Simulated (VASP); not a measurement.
Crystal: LuBe.

```
CELL_PARAMETERS angstrom
3.32037 0.00000 0.00000
0.00000 3.32037 0.00000
0.00000 0.00000 3.32037
ATOMIC_POSITIONS crystal
Lu 0.00000 0.00000 0.00000
Be 0.50000 0.50000 0.50000
```

Base run:

| Property | Result |
| --- | --- |
| Program | VASP 6.6.1 |
| Functional | revPBE |
| Potentials or basis | VASP PAW PBE potentials, release 64 (Lu, Be) |
| Cutoff | 520 eV |
| k mesh | 8 × 8 × 8 |
| Occupations | fermi-dirac, width 0.05 eV |
| Spin | no spin polarisation |

Its results: pressure 2.0 GPa.

Task: The run is repeated on the same cell with these changes: functional from revPBE to PBEsol. What comes out?

Result: Pressure -2.2 GPa.

PBEsol binds more tightly than revPBE, so the same cell stands under less pressure.

Caveats: the PAW data sets were made with another functional, which shifts forces and pressure a little.
